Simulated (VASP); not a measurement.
GeSb2Te4: single point with PBE

The system is GeSb2Te4.

```
Ge Sb Te
1.0
    -3.03128    3.03128    5.98952
     3.03128   -3.03128    5.98952
     3.03128    3.03128   -5.98952
Ge Sb Te
1 2 4
Direct
  0.00000 0.00000 0.00000
  0.50000 0.50000 0.00000
  0.25000 0.75000 0.50000
  0.50657 0.00657 0.50000
  0.24553 0.24553 0.00000
  0.99343 0.49343 0.50000
  0.75447 0.75447 0.00000
```

* Program: VASP 6.6.1
* Task: single point
* Functional: PBE
* Potentials or basis: VASP PAW PBE potentials, release 64 (Ge_d, Sb, Te)
* Cutoff: 520 eV
* k mesh: 8 × 8 × 8
* Occupations: gaussian, width 0.1 eV
* Spin: no spin polarisation

```yaml
Pressure: 1.3 GPa
Largest_force: 0.006 eV/Å
Band_gap_on_the_k_mesh: zero (bands 24 and 25 overlap by 0.15 eV)
```

Forces on the atoms (eV/Å):
```
Ge   0.000  0.000  0.000
Sb   0.000  0.000  0.000
Sb   0.000  0.000  0.000
Te   0.000  0.000 -0.006
Te   0.000  0.000  0.006
Te   0.000  0.000  0.006
Te   0.000  0.000 -0.006
```

Levels at points of the mesh, in eV from the Fermi level:
```tsv
k point	band 21	band 22	band 23	band 24	band 25	band 26	band 27	band 28
(0.00, 0.00, 0.00)	-0.90	-0.45	-0.45	-0.14	0.65	2.14	2.83	3.71
(0.50, 0.00, 0.00)	-1.10	-0.81	-0.70	-0.44	0.20	1.02	1.46	1.98
(0.50, 0.50, 0.00)	-0.74	-0.68	-0.53	-0.04	0.00	0.07	0.18	0.27
(0.50, 0.50, 0.50)	-2.25	-0.88	-0.70	-0.70	1.56	2.89	2.89	3.32
```

Wall time 5.3 min on 1 thread of Intel(R) Xeon(R) 6975P-C (Granite Rapids), with other jobs on the host, peak memory 0.69 GiB.

Caveat: spin-orbit coupling is left out, which moves the levels of the heavy elements.
